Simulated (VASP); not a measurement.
# MnF2 (nm) (P4_2/mnm) in VASP: single point with PBE

Aim: the single point of MnF2 (nm) with PBE.

All numbers are computed with VASP 6.6.1; they aren't measurements. Logs are shortened: lines on timing, memory, paths and dates and some standing lists are left out, and cuts for length are marked.

### 1 The cell of the first run

Symmetry: P4_2/mnm, No. 136, tetragonal system. Conventional cell: a = 4.879 Å, b = 4.879 Å, c = 2.706 Å, α = 90.00°, β = 90.00°, γ = 90.00°. Within 2.6 Å of Mn (site symmetry mmm) lie 6 F at 1.99 Å. Within 2.6 Å of F (site symmetry m2m) lie 3 Mn at 1.99 Å.

### 2 Single point, PBE

The input, INCAR:

```
  PREC = Accurate
  ENCUT = 600
  EDIFF = 1E-6
  ISMEAR = 0
  SIGMA = 0.1
  LREAL = F
  LASPH = T
  NELM = 120
  ALGO = Normal
  ISIF = 2
  LWAVE = F
  LCHARG = F
  GGA = PE
  NBANDS = 36
  GGA_COMPAT = F
```

The input, KPOINTS:

```
regular mesh
0
Gamma
  8 8 14
```

The input, POSCAR:

```
MnF2
1.0
    4.8789824191      0.0000000000      0.0000000000
    0.0000000000      4.8789824191      0.0000000000
    0.0000000000      0.0000000000      2.7058293687
Mn F
2 4
Direct
    0.0000000000      0.0000000000      0.0000000000
    0.5000000000      0.5000000000      0.5000000000
    0.2877468823      0.2877468823      0.0000000000
    0.2122531177      0.7877468823      0.5000000000
    0.7122531177      0.7122531177      0.0000000000
    0.7877468823      0.2122531177      0.5000000000
```

Potentials or basis: VASP PAW PBE potentials, release 64 (Mn_pv, F).

On the command line:

```
$ cat potpaw_PBE.64/Mn_pv/POTCAR potpaw_PBE.64/F/POTCAR > POTCAR
$ mpirun -np 1 vasp_std > vasp.out
```

OUTCAR:

```text
PREC = Accurate
   ENCUT = 600
   EDIFF = 1E-6
   ISMEAR = 0
   LREAL = F
   LASPH = T
   NELM = 120
   ISIF = 2
   GGA = PE

 ion  position               nearest neighbor table
   1  0.000  0.000  0.000-   3 1.99   5 1.99   4 1.99   6 1.99   4 1.99   6 1.99
   2  0.500  0.500  0.500-   4 1.99   6 1.99   5 1.99   3 1.99   3 1.99   5 1.99
   3  0.288  0.288  0.000-   1 1.99   2 1.99   2 1.99
   4  0.212  0.788  0.500-   2 1.99   1 1.99   1 1.99
   5  0.712  0.712  0.000-   1 1.99   2 1.99   2 1.99
   6  0.788  0.212  0.500-   2 1.99   1 1.99   1 1.99

  LATTYP: Found a simple tetragonal cell.
 ALAT       =     4.8789824191
 C/A-ratio  =     0.5545888745

  Lattice vectors:

 A1 = (   4.8789824191,   0.0000000000,   0.0000000000)
 A2 = (   0.0000000000,   4.8789824191,   0.0000000000)
 A3 = (   0.0000000000,   0.0000000000,   2.7058293687)

Analysis of symmetry for initial positions (statically):
=====================================================================
 Subroutine PRICEL returns:
 Original cell was already a primitive cell.

 Routine SETGRP: Setting up the symmetry group for a
 simple tetragonal supercell.

 Subroutine GETGRP returns: Found 16 space group operations
 (whereof  8 operations were pure point group operations)
 out of a pool of 16 trial point group operations.

The static configuration has the point symmetry D_2h.
 The point group associated with its full space group is D_4h.

Analysis of symmetry for dynamics (positions and initial velocities):
=====================================================================
 Subroutine PRICEL returns:
 Original cell was already a primitive cell.

 Routine SETGRP: Setting up the symmetry group for a
 simple tetragonal supercell.

 Subroutine GETGRP returns: Found 16 space group operations
 (whereof  8 operations were pure point group operations)
 out of a pool of 16 trial point group operations.

The dynamic configuration has the point symmetry D_2h.
 The point group associated with its full space group is D_4h.

 Subroutine INISYM returns: Found 16 space group operations
 (whereof  8 operations are pure point group operations),
 and found     1 'primitive' translations

----------------------------------------------------------------------------------------

                                     Primitive cell

  volume of cell :      64.4108

  direct lattice vectors                    reciprocal lattice vectors
     4.878982419  0.000000000  0.000000000     0.204960771  0.000000000  0.000000000
     0.000000000  4.878982419  0.000000000     0.000000000  0.204960771  0.000000000
     0.000000000  0.000000000  2.705829369     0.000000000  0.000000000  0.369572454

  length of vectors
     4.878982419  4.878982419  2.705829369     0.204960771  0.204960771  0.369572454

  position of ions in fractional coordinates (direct lattice)
     0.000000000  0.000000000  0.000000000
     0.500000000  0.500000000  0.500000000
     0.287746882  0.287746882  0.000000000
     0.212253118  0.787746882  0.500000000
     0.712253118  0.712253118  0.000000000
     0.787746882  0.212253118  0.500000000

  ion indices of the primitive-cell ions
   primitive index   ion index
                 1           1
                 2           2
                 3           3
                 4           4
                 5           5
                 6           6

----------------------------------------------------------------------------------------

 KPOINTS: regular mesh

Automatic generation of k-mesh.
 Grid dimensions read from file:
 generate k-points for:    8    8   14

 Generating k-lattice:

  Cartesian coordinates                     Fractional coordinates (reciprocal lattice)
     0.025620096  0.000000000  0.000000000     0.125000000  0.000000000  0.000000000
     0.000000000  0.025620096  0.000000000     0.000000000  0.125000000  0.000000000
     0.000000000  0.000000000  0.026398032     0.000000000  0.000000000  0.071428571

  Length of vectors
     0.025620096  0.025620096  0.026398032

  Shift w.r.t. Gamma in fractional coordinates (k-lattice)
     0.000000000  0.000000000  0.000000000

 Subroutine IBZKPT returns following result:
 ===========================================

 Found    120 irreducible k-points:

 Following reciprocal coordinates:
            Coordinates               Weight
  0.000000  0.000000  0.000000      1.000000
  0.125000  0.000000  0.000000      4.000000
  0.250000  0.000000  0.000000      4.000000
  0.375000  0.000000  0.000000      4.000000
  0.500000  0.000000  0.000000      2.000000
  0.125000  0.125000  0.000000      4.000000
[... 16 lines left out ...]
  0.375000  0.125000  0.071429     16.000000
  0.500000  0.125000  0.071429      8.000000
 [... further k-points ...]
   k-points           NKPTS =    120   k-points in BZ     NKDIM =    120   number of bands    NBANDS=     36
   number of dos      NEDOS =    301   number of ions     NIONS =      6
   total plane-waves  NPLWV =  38400
   dimension x,y,z NGX =    40 NGY =   40 NGZ =   24
   dimension x,y,z NGXF=    80 NGYF=   80 NGZF=   48
   ions per type =               2   4
   NGX,Y,Z   is equivalent  to a cutoff of  13.63, 13.63, 14.75 a.u.
   NGXF,Y,Z  is equivalent  to a cutoff of  27.26, 27.26, 29.49 a.u.
 SYSTEM =  unknown system
   PREC   = accura    normal or accurate (medium, high low for compatibility)
   ISTART =      0    job   : 0-new  1-cont  2-samecut
   ICHARG =      2    charge: 1-file 2-atom 10-const
   ISPIN  =      1    spin polarized calculation?
   LNONCOLLINEAR =      F non collinear calculations
   LSORBIT =      F    spin-orbit coupling
   LASPH  =      T    aspherical Exc in radial PAW
   ENCUT  =  600.0 eV  44.10 Ry    6.64 a.u.   9.74  9.74  5.40*2*pi/ulx,y,z
   NELM   =    120;   NELMIN=  2; NELMDL= -5     # of ELM steps
   EDIFF  = 0.1E-05   stopping-criterion for ELM
   LREAL  =      F    real-space projection
   EDIFFG = 0.1E-04   stopping-criterion for IOM
   NSW    =      0    number of steps for IOM
   IBRION =     -1    ionic relax: 0-MD 1-quasi-New 2-CG
   NFREE  =      0    steps in history (QN), initial steepest desc. (CG)
   ISIF   =      2    stress and relaxation
   ISYM   =      2    0-nonsym 1-usesym 2-fastsym
   POTIM  = 0.5000    time-step for ionic-motion
   TEBEG  =    0.0;   TEEND  =   0.0 temperature during run
   PSTRESS=    0.0 pullay stress
   NELECT =      54.0000    total number of electrons
   NUPDOWN=      -1.0000    fix difference up-down
   EMIN   =  10.00;   EMAX   =-10.00  energy-range for DOS
   EFERMI =   0.00;   METHOD = LEGACY
   ISMEAR =     0;   SIGMA  =   0.10  broadening in eV -4-tet -1-fermi 0-gaus
   EFERMI_NEDOS =   21; number of points for ismear=-14 and -15
   IALGO  =     38    algorithm
   IMIX   =      4    mixing-type and parameters
     AMIX     =   0.40;   BMIX     =  1.00
     AMIX_MAG =   1.60;   BMIX_MAG =  1.00
  volume/ion in A,a.u.               =      10.74        72.44
  Fermi-wavevector in a.u.,A,eV,Ry     =   1.543665  2.917104 32.421353  2.382902
  Thomas-Fermi vector in A             =   2.649296
   LORBIT       =      0    0 simple, 1 ext, 2 COOP (PROOUT), +10 PAW based schemes
   GGA     = PE    functional components
   LHFCALC =     F    Hartree Fock is set to
   AEXX    =    0.0000 exact exchange contribution
   IVDW    =     0    specifies the selected vdW correction
   LEPSILON=     F    determine dielectric tensor
   LRPA    =     F    only Hartree local field effects (RPA)
 non-spin polarized calculation
 Gauss-broadening in eV      SIGMA  =   0.10
  energy-cutoff  :      600.00
  volume of cell :       64.41
 maximum number of plane-waves:      2175
 NGX is ok and might be reduce to    40
   NGX = 19   NGY = 19   NGZ = 11

 number of electron      53.9999931 magnetization

 Free energy of the ion-electron system (eV)
  ---------------------------------------------------
  ext. energy  EPLUGINS =         0.00000000
  ---------------------------------------------------
  free energy    TOTEN  =       -34.36712189 eV

  energy without entropy =      -34.32165502  energy(sigma->0) =      -34.34438846

 E-fermi :   5.2857     XC(G=0): -10.8984

 val. band max:        5.2840388787   @ k =   0.3750   0.0000   0.0714
 cond. band min:       5.2884984642   @ k =   0.5000   0.0000   0.1429
 fundamental gap:      0.0044595855
 Fermi energy:         5.2857279099

 k-point     1 :       0.0000    0.0000    0.0000
  band No.  band energies     occupation
      1     -43.1853      2.00000
      2     -43.1853      2.00000
      3     -42.9391      2.00000
      4     -42.9364      2.00000
      5     -42.7626      2.00000
      6     -42.7626      2.00000
[... 28 lines left out ...]
     35      13.1224      0.00000
     36      14.7243      0.00000

 k-point     2 :       0.1250    0.0000    0.0000
  band No.  band energies     occupation
      1     -43.1853      2.00000
      2     -43.1853      2.00000
      3     -42.9390      2.00000
      4     -42.9365      2.00000
      5     -42.7627      2.00000
      6     -42.7627      2.00000
[... 28 lines left out ...]
     35      13.2596      0.00000
     36      14.8832      0.00000

 k-point     3 :       0.2500    0.0000    0.0000
  band No.  band energies     occupation
      1     -43.1852      2.00000
      2     -43.1852      2.00000
      3     -42.9387      2.00000
      4     -42.9368      2.00000
      5     -42.7628      2.00000
      6     -42.7628      2.00000
[... 28 lines left out ...]
     35      13.6494      0.00000
     36      14.9289      0.00000
[... 742 lines left out ...]
 k-point    23 :       0.3750    0.1250    0.0714
  band No.  band energies     occupation
      1     -43.1836      2.00000
      2     -43.1835      2.00000
      3     -42.9480      2.00000
      4     -42.9471      2.00000
      5     -42.7620      2.00000
      6     -42.7619      2.00000
[... 28 lines left out ...]
     35      13.7444      0.00000
     36      14.7412      0.00000

 k-point    24 :       0.5000    0.1250    0.0714
  band No.  band energies     occupation
      1     -43.1835      2.00000
      2     -43.1835      2.00000
      3     -42.9476      2.00000
      4     -42.9476      2.00000
      5     -42.7620      2.00000
      6     -42.7620      2.00000
[... 28 lines left out ...]
     35      14.2576      0.00000
     36      14.2576      0.00000

 [... further k-points ...]

------------------------ aborting loop because EDIFF is reached ----------------------------------------

  FORCE on cell =-STRESS in cart. coord.  units (eV):
  Direction    XX          YY          ZZ          XY          YZ          ZX
  --------------------------------------------------------------------------------------
  -------------------------------------------------------------------------------------
  Total        0.1080102      0.1080102      0.2170920      0.0000000      0.0000000      0.0000000
  in kB        2.6866821      2.6866821      5.4000212      0.0000000      0.0000000      0.0000000
  external PRESSURE =       3.5911285 kB  Pullay stress =       0.0000000 kB

 VOLUME and BASIS-vectors are now :
 -----------------------------------------------------------------------------
  energy-cutoff  :      600.00
  volume of cell :       64.41
      direct lattice vectors                 reciprocal lattice vectors
     4.878982419  0.000000000  0.000000000     0.204960771  0.000000000  0.000000000
     0.000000000  4.878982419  0.000000000     0.000000000  0.204960771  0.000000000
     0.000000000  0.000000000  2.705829369     0.000000000  0.000000000  0.369572454

 POSITION                                       TOTAL-FORCE (eV/Angst)
 -----------------------------------------------------------------------------------
      0.00000      0.00000      0.00000         0.000000      0.000000     -0.000000
      2.43949      2.43949      1.35291         0.000000      0.000000     -0.000000
      1.40391      1.40391      0.00000        -0.017847     -0.017847      0.000000
      1.03558      3.84340      1.35291         0.017847     -0.017847      0.000000
      3.47507      3.47507      0.00000         0.017847      0.017847     -0.000000
      3.84340      1.03558      1.35291        -0.017847      0.017847     -0.000000
 -----------------------------------------------------------------------------------
    total drift:                                0.000000     -0.000000     -0.000000

  FREE ENERGIE OF THE ION-ELECTRON SYSTEM (eV)
  ---------------------------------------------------
  free  energy   TOTEN  =       -34.3671218916 eV

  energy  without entropy=      -34.3216550229  energy(sigma->0) =      -34.34438846
```

Run time: 5.9 min. Hardware: 1 thread of Intel Xeon 8259CL, shared host; peak memory 0.37 GiB.

Results:

```yaml
Free_energy: -34.3671 eV
Pressure: 0.4 GPa
Largest_force: 0.025 eV/Å
Band_gap_on_the_k_mesh: zero (band 27 reaches 5.71 eV, above the bottom of band 28 at 4.98 eV)
```

Forces on the atoms (eV/Å):
```
Mn   0.000  0.000  0.000
Mn   0.000  0.000  0.000
F   -0.018 -0.018  0.000
F    0.018 -0.018  0.000
F    0.018  0.018  0.000
F   -0.018  0.018  0.000
```

Caveat: the run has no spin polarisation, though such a crystal can be magnetic; semilocal functionals often make such compounds metallic where correlation or magnetic order opens a gap, which also shifts bond lengths. Spin polarisation is off, so any magnetic state and its effect on volume and gap are missing.
